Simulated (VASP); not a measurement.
# CdSe (R3m) in VASP: a series of runs, part 2 of 2

VASP 6.6.1. Earlier steps stand in the parts before.

## Step 3: Single point, PBE

File INCAR:

```
SYSTEM = CdSe
PREC     = Accurate       ! precision mode
ENCUT    = 520            ! plane-wave cutoff, eV
EDIFF    = 1E-7           ! SCF threshold, eV
ISMEAR   = 0              ! smearing method
SIGMA    = 0.05           ! smearing width, eV
LREAL    = .FALSE.        ! projectors in reciprocal space
LASPH    = .TRUE.         ! aspherical terms in the spheres
NELM     = 80             ! most SCF steps
ALGO     = Normal         ! electronic algorithm
ISIF     = 2              ! what is computed and relaxed
LWAVE    = .FALSE.        ! write WAVECAR
LCHARG   = .FALSE.        ! write CHGCAR
GGA      = PE             ! functional
NBANDS   = 16             ! bands
```

File KPOINTS:

```
Automatic mesh
0
G
  10 10 10
  0 0 0
```

File POSCAR:

```
CdSe
1.0
    0.0000000000      3.1695016787      3.1695016787
    3.1695016787      0.0000000000      3.1695016787
    3.3463598723      3.3463598723     -0.1768581937
Cd Se
1 1
Direct
    0.0000000000      0.0000000000      0.0000000000
    0.7500000000      0.7500000000      0.7500000000
```

Potentials or basis: VASP PAW PBE potentials, release 64 (Cd, Se).

Launch:

```console
$ cat potpaw_PBE.64/Cd/POTCAR potpaw_PBE.64/Se/POTCAR > POTCAR
$ mpirun -np 1 vasp_std > vasp.out
```

OUTCAR:

```text
SYSTEM = CdSe
   PREC = Accurate
   ENCUT = 520
   EDIFF = 1E-7
   ISMEAR = 0
   LREAL = .FALSE.
   LASPH = .TRUE.
   NELM = 80
   ISIF = 2
   GGA = PE

 ion  position               nearest neighbor table
   1  0.000  0.000  0.000-   2 2.77   2 2.77   2 2.77   2 2.97
   2  0.750  0.750  0.750-   1 2.77   1 2.77   1 2.77   1 2.97

  LATTYP: Found a trigonal (rhomboedric) cell.
 ALAT       =     4.7357710683
 COS(alpha) =     0.5520798786

  Lattice vectors:

 A1 = (   3.3463598723,   0.1768581936,  -3.3463598724)
 A2 = (   0.1768581936,   3.3463598723,  -3.3463598724)
 A3 = (   3.3463598723,   3.3463598723,  -0.1768581937)

Analysis of symmetry for initial positions (statically):
=====================================================================
 Subroutine PRICEL returns:
 Original cell was already a primitive cell.

 Routine SETGRP: Setting up the symmetry group for a
 trigonal (rhombohedral) supercell.

 Subroutine GETGRP returns: Found  6 space group operations
 (whereof  6 operations were pure point group operations)
 out of a pool of 12 trial point group operations.

The static configuration has the point symmetry C_3v.

Analysis of symmetry for dynamics (positions and initial velocities):
=====================================================================
 Subroutine PRICEL returns:
 Original cell was already a primitive cell.

 Routine SETGRP: Setting up the symmetry group for a
 trigonal (rhombohedral) supercell.

 Subroutine GETGRP returns: Found  6 space group operations
 (whereof  6 operations were pure point group operations)
 out of a pool of 12 trial point group operations.

The dynamic configuration has the point symmetry C_3v.

 Subroutine INISYM returns: Found  6 space group operations
 (whereof  6 operations are pure point group operations),
 and found     1 'primitive' translations

----------------------------------------------------------------------------------------

                                     Primitive cell

  volume of cell :      69.0100

  direct lattice vectors                    reciprocal lattice vectors
     0.000000000  3.169501679  3.169501679    -0.153692120  0.161814890  0.153692120
     3.169501679  0.000000000  3.169501679     0.161814890 -0.153692120  0.153692120
     3.346359872  3.346359872 -0.176858194     0.145569351  0.145569351 -0.145569351

  length of vectors
     4.482352260  4.482352260  4.735771068     0.270973420  0.270973420  0.252133511

  position of ions in fractional coordinates (direct lattice)
     0.000000000  0.000000000  0.000000000
     0.750000000  0.750000000  0.750000000

  ion indices of the primitive-cell ions
   primitive index   ion index
                 1           1
                 2           2

----------------------------------------------------------------------------------------

 KPOINTS: Automatic mesh

Automatic generation of k-mesh.
 Grid dimensions read from file:
 generate k-points for:   10   10   10

 Generating k-lattice:

  Cartesian coordinates                     Fractional coordinates (reciprocal lattice)
    -0.015369212  0.016181489  0.015369212     0.100000000  0.000000000 -0.000000000
     0.016181489 -0.015369212  0.015369212     0.000000000  0.100000000 -0.000000000
     0.014556935  0.014556935 -0.014556935     0.000000000  0.000000000  0.100000000

  Length of vectors
     0.027097342  0.027097342  0.025213351

  Shift w.r.t. Gamma in fractional coordinates (k-lattice)
     0.000000000  0.000000000  0.000000000

 Subroutine IBZKPT returns following result:
 ===========================================

 Found    116 irreducible k-points:

 Following reciprocal coordinates:
            Coordinates               Weight
  0.000000  0.000000  0.000000      1.000000
  0.100000  0.000000 -0.000000      6.000000
  0.200000  0.000000 -0.000000      6.000000
  0.300000  0.000000 -0.000000      6.000000
  0.400000  0.000000 -0.000000      6.000000
  0.500000  0.000000 -0.000000      3.000000
[... 16 lines left out ...]
  0.300000  0.300000  0.000000      6.000000
  0.400000  0.300000 -0.000000     12.000000
 [... further k-points ...]
   k-points           NKPTS =    116   k-points in BZ     NKDIM =    116   number of bands    NBANDS=     16
   number of dos      NEDOS =    301   number of ions     NIONS =      2
   total plane-waves  NPLWV =  46656
   dimension x,y,z NGX =    36 NGY =   36 NGZ =   36
   dimension x,y,z NGXF=    72 NGYF=   72 NGZF=   72
   ions per type =               1   1
   NGX,Y,Z   is equivalent  to a cutoff of  13.35, 13.35, 12.64 a.u.
   NGXF,Y,Z  is equivalent  to a cutoff of  26.70, 26.70, 25.28 a.u.
 SYSTEM =  CdSe
   PREC   = accura    normal or accurate (medium, high low for compatibility)
   ISTART =      0    job   : 0-new  1-cont  2-samecut
   ICHARG =      2    charge: 1-file 2-atom 10-const
   ISPIN  =      1    spin polarized calculation?
   LNONCOLLINEAR =      F non collinear calculations
   LSORBIT =      F    spin-orbit coupling
   LASPH  =      T    aspherical Exc in radial PAW
   ENCUT  =  520.0 eV  38.22 Ry    6.18 a.u.   8.33  8.33  8.81*2*pi/ulx,y,z
   NELM   =     80;   NELMIN=  2; NELMDL= -5     # of ELM steps
   EDIFF  = 0.1E-06   stopping-criterion for ELM
   LREAL  =      F    real-space projection
   EDIFFG = 0.1E-05   stopping-criterion for IOM
   NSW    =      0    number of steps for IOM
   IBRION =     -1    ionic relax: 0-MD 1-quasi-New 2-CG
   NFREE  =      0    steps in history (QN), initial steepest desc. (CG)
   ISIF   =      2    stress and relaxation
   ISYM   =      2    0-nonsym 1-usesym 2-fastsym
   POTIM  = 0.5000    time-step for ionic-motion
   TEBEG  =    0.0;   TEEND  =   0.0 temperature during run
   PSTRESS=    0.0 pullay stress
   NELECT =      18.0000    total number of electrons
   NUPDOWN=      -1.0000    fix difference up-down
   EMIN   =  10.00;   EMAX   =-10.00  energy-range for DOS
   EFERMI =   0.00;   METHOD = LEGACY
   ISMEAR =     0;   SIGMA  =   0.05  broadening in eV -4-tet -1-fermi 0-gaus
   EFERMI_NEDOS =   21; number of points for ismear=-14 and -15
   IALGO  =     38    algorithm
   IMIX   =      4    mixing-type and parameters
     AMIX     =   0.40;   BMIX     =  1.00
     AMIX_MAG =   1.60;   BMIX_MAG =  1.00
  volume/ion in A,a.u.               =      34.51       232.85
  Fermi-wavevector in a.u.,A,eV,Ry     =   1.045992  1.976638 14.886122  1.094099
  Thomas-Fermi vector in A             =   2.180811
   LORBIT       =      0    0 simple, 1 ext, 2 COOP (PROOUT), +10 PAW based schemes
   GGA     = PE    functional components
   LHFCALC =     F    Hartree Fock is set to
   AEXX    =    0.0000 exact exchange contribution
   IVDW    =     0    specifies the selected vdW correction
   LEPSILON=     F    determine dielectric tensor
   LRPA    =     F    only Hartree local field effects (RPA)
 non-spin polarized calculation
 Gauss-broadening in eV      SIGMA  =   0.05
  energy-cutoff  :      520.00
  volume of cell :       69.01
 maximum number of plane-waves:      1884
 NGX is ok and might be reduce to    36

 number of electron      17.9999997 magnetization

 Free energy of the ion-electron system (eV)
  ---------------------------------------------------
  ext. energy  EPLUGINS =         0.00000000
  ---------------------------------------------------
  free energy    TOTEN  =        -5.31650198 eV

  energy without entropy =       -5.31650182  energy(sigma->0) =       -5.31650190

 E-fermi :  -0.2787     XC(G=0):  -7.9887

 val. band max:       -0.4068452269   @ k =   0.0000   0.0000   0.0000
 cond. band min:      -0.1571253604   @ k =   0.0000   0.0000   0.0000
 fundamental gap:      0.2497198665
 Fermi energy:        -0.2786766032

 k-point     1 :       0.0000    0.0000    0.0000
  band No.  band energies     occupation
      1     -12.1410      2.00000
      2      -7.9553      2.00000
      3      -7.9553      2.00000
      4      -7.9121      2.00000
      5      -7.7416      2.00000
      6      -7.7416      2.00000
[... 8 lines left out ...]
     15      10.1817      0.00000
     16      10.1817      0.00000
[... 419 lines left out ...]
 k-point    24 :       0.4000    0.3000   -0.0000
  band No.  band energies     occupation
      1     -11.9044      2.00000
      2      -7.8638      2.00000
      3      -7.8163      2.00000
      4      -7.8004      2.00000
      5      -7.7179      2.00000
      6      -7.6231      2.00000
[... 8 lines left out ...]
     15      11.0825      0.00000
     16      11.8422      0.00000

 [... further k-points ...]
[... 5 lines left out ...]
  --------------------------------------------------------------------------------------
  -------------------------------------------------------------------------------------
  Total       -1.8304144     -1.8304144     -1.8304144     -0.3929734      0.3929734      0.3929734
  in kB      -42.4959922    -42.4959922    -42.4959922     -9.1235057      9.1235057      9.1235057
  external PRESSURE =     -42.4959922 kB  Pullay stress =       0.0000000 kB

 VOLUME and BASIS-vectors are now :
 -----------------------------------------------------------------------------
  energy-cutoff  :      520.00
  volume of cell :       69.01
      direct lattice vectors                 reciprocal lattice vectors
     0.000000000  3.169501679  3.169501679    -0.153692120  0.161814890  0.153692120
     3.169501679  0.000000000  3.169501679     0.161814890 -0.153692120  0.153692120
     3.346359872  3.346359872 -0.176858194     0.145569351  0.145569351 -0.145569351

 POSITION                                       TOTAL-FORCE (eV/Angst)
 -----------------------------------------------------------------------------------
      0.00000      0.00000      0.00000         0.008440      0.008440     -0.008440
      4.88690      4.88690      4.62161        -0.008440     -0.008440      0.008440
 -----------------------------------------------------------------------------------
    total drift:                                0.000191      0.000191     -0.000191

  FREE ENERGIE OF THE ION-ELECTRON SYSTEM (eV)
  ---------------------------------------------------
  free  energy   TOTEN  =        -5.3165019756 eV

  energy  without entropy=       -5.3165018186  energy(sigma->0) =       -5.31650190
```

Run time: 2.5 min. Hardware: 1 thread of AMD EPYC 7R43 (Zen 3), shared host; peak memory 0.26 GiB.

Results:

* Free energy: -5.3165 eV
* Pressure: -4.2 GPa
* Largest force: 0.015 eV/Å
* Band gap on the k mesh: 0.25 eV, direct

Forces on the atoms (eV/Å):
```
Cd   0.008  0.008 -0.008
Se  -0.008 -0.008  0.008
```

## Step 4: Single point, PBE

This run uses another cell than the first one, of the same volume but with other edges.

File INCAR:

```
ALGO = Normal
EDIFF = 1E-7
ENCUT = 520
GGA = PE
ISIF = 2
ISMEAR = 0
LASPH = T
LCHARG = F
LREAL = F
LWAVE = F
NBANDS = 16
NELM = 80
PREC = Accurate
SIGMA = 0.05
```

File KPOINTS:

```
k-points
0
Gamma
  10 10 10
```

File POSCAR:

```
CdSe
1.0
    0.0000000000      3.3439374768      3.3439374768
    3.3439374768      0.0000000000      3.3439374768
    3.1718361613      3.1718361613      0.1721013155
Cd Se
1 1
Direct
    0.0000000000      0.0000000000      0.0000000000
    0.7500000000      0.7500000000      0.7500000000
```

Launch:

```console
$ cat potpaw_PBE.64/Cd/POTCAR potpaw_PBE.64/Se/POTCAR > POTCAR
$ mpirun -np 1 vasp_std > vasp.out
```

Run time: 2.4 min. Hardware: 1 thread of AMD EPYC 7R43 (Zen 3), shared host; peak memory 0.25 GiB.

It converged, with:

- Free energy: -5.3087 eV
- Pressure: -4.2 GPa
- Largest force: 0.235 eV/Å
- Band gap on the k mesh: 0.36 eV, indirect (least direct gap 0.38 eV)

Forces in eV/Å, atoms in the order of the input:
```
Cd  -0.136 -0.136  0.136
Se   0.136  0.136 -0.136
```

Stress tensor (GPa, compression positive):
```
-4.20  1.26 -1.26
 1.26 -4.20 -1.26
-1.26 -1.26 -4.20
```

Levels at points of the mesh, in eV from the valence-band top:
```tsv
k point	band 7	band 8	band 9	band 10	band 11	band 12
(0.00, 0.00, 0.00)	-0.10	-0.02	-0.02	0.36	5.61	5.61
(0.50, 0.00, 0.00)	-3.33	-0.43	-0.42	2.17	6.16	6.43
(0.50, 0.50, 0.00)	-3.25	-1.38	-1.09	3.21	3.68	8.09
(0.00, 0.00, 0.50)	-3.39	-0.67	-0.67	1.90	6.08	6.08
```

A k mesh can miss the band edges.

## Step 5: Single point, PBE

This run uses another cell than the first one, of 31.33 Å³/atom, 0.908 times its volume.

File INCAR:

```
PREC = Accurate
ENCUT = 520
EDIFF = 1E-6
ISMEAR = 0
SIGMA = 0.05
LREAL = False
LASPH = True
NELM = 80
ALGO = Normal
ISIF = 2
LWAVE = False
LCHARG = False
GGA = PE
NBANDS = 16
```

File KPOINTS:

```
Automatic mesh
0
Gamma
  10 10 10
```

File POSCAR:

```
CdSe
1.0
    0.0000000000      3.2381242622      3.2381242622
    3.2381242622      0.0000000000      3.2381242622
    3.0714688001      3.0714688001      0.1666554620
Cd Se
1 1
Direct
    0.0000000000      0.0000000000      0.0000000000
    0.7500000000      0.7500000000      0.7500000000
```

Launch:

```console
$ cat potpaw_PBE.64/Cd/POTCAR potpaw_PBE.64/Se/POTCAR > POTCAR
$ mpirun -np 1 vasp_std > vasp.out
```

Wall time 1.8 min (1 thread of AMD EPYC 7R13 (Zen 3), shared host); peak memory 0.24 GiB.

It converged, with:

```yaml
Free_energy: -5.4249 eV
Pressure: -1.4 GPa
Largest_force: 0.491 eV/Å
Band_gap_on_the_k_mesh: 0.48 eV, indirect (least direct gap 0.51 eV)
```

Forces on the atoms (eV/Å):
```
Cd  -0.283 -0.283  0.283
Se   0.283  0.283 -0.283
```

Stress tensor (GPa, compression positive):
```
-1.39  1.93 -1.93
 1.93 -1.39 -1.93
-1.93 -1.93 -1.39
```

Levels at points of the mesh, in eV from the valence-band top:
| k point | band 6 | band 7 | band 8 | band 9 | band 10 | band 11 | band 12 | band 13 |
| --- | --- | --- | --- | --- | --- | --- | --- | --- |
| (0.00, 0.00, 0.00) | -7.38 | -0.05 | -0.05 | -0.03 | 0.48 | 5.63 | 5.63 | 6.60 |
| (0.50, 0.00, 0.00) | -7.17 | -3.79 | -0.53 | -0.52 | 2.33 | 6.22 | 6.66 | 7.11 |
| (0.50, 0.50, 0.00) | -7.10 | -3.62 | -1.68 | -1.32 | 3.17 | 3.77 | 8.43 | 9.43 |
| (0.00, 0.00, 0.50) | -7.11 | -3.84 | -0.82 | -0.82 | 2.00 | 6.11 | 6.11 | 7.38 |

## Step 6: The runs side by side

```tsv
cell	gap on the mesh (eV)	pressure (GPa)	largest force (eV/Å)
a = 4.423, b = 4.423, c = 4.808 Å, angles 62.6, 62.6, 60.0°, 2 atoms	0.28	-3.9	0.03
a = 4.482, b = 4.482, c = 4.736 Å, angles 61.8, 61.8, 60.0°, 2 atoms	0.25	-4.2	0.01
a = 4.729, b = 4.729, c = 4.489 Å, angles 58.2, 58.2, 60.0°, 2 atoms	0.36	-4.2	0.24
a = 4.579, b = 4.579, c = 4.347 Å, angles 58.2, 58.2, 60.0°, 2 atoms	0.48	-1.4	0.49
```

Alike in all rows: task single point; level PBE; potentials or basis VASP PAW PBE potentials, release 64 (Cd, Se); no spin polarisation; k mesh 10 × 10 × 10; cutoff (eV) 520; smearing gaussian 0.05 eV.

Absolute energies hang on the potentials; compare differences alone.
